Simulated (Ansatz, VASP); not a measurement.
Se: VASP beside Ansatz

```
CELL_PARAMETERS angstrom
4.30719 0.00000 0.00000
-2.15360 3.73014 0.00000
0.00000 0.00000 4.88665
ATOMIC_POSITIONS crystal
Se 0.77460 0.77460 0.00000
Se 0.00000 0.22540 0.66667
Se 0.22540 0.00000 0.33333
```

Alike in both runs: task single point; functional revPBE; k mesh 7 × 7 × 6; occupations fermi-dirac, width 0.05 eV; no spin polarisation.

|  | VASP | Ansatz |
| --- | --- | --- |
| version | VASP 6.6.1 | Ansatz 0.2.0 |
| potentials or method | VASP PAW PBE potentials, release 64 (Se) | Ansatz PAW |
| plane-wave cutoff (eV) | 520 | 420 |
| valence electrons in the cell | 18 | 48 |

```csv
,VASP,Ansatz,Ansatz less VASP
gap on the k mesh at the Fermi level (eV),1.23,1.23,-0.001
least direct gap on the mesh (eV),1.55,1.56,+0.013
pressure (GPa),7.0,6.8,-0.14
"traceless stress, the component that is largest in VASP (GPa)",2.19,2.14,-0.049
rms of the force components (eV/Å),0.508,0.488,-0.0199
```

VASP's potentials were made for PBE, not for revPBE. Atom by atom the forces differ by 0.020 eV/Å (rms over components). The functional is the same, so the differences come from potentials, cutoffs and numerics. VASP's potentials hold 18 valence electrons a cell and Ansatz's 48, so a difference there can come from the potentials and not from the codes.

Noted on Ansatz's run: odd divisions of the mesh miss points on the zone boundary, where band edges often lie, so the gap on the mesh can be too wide.
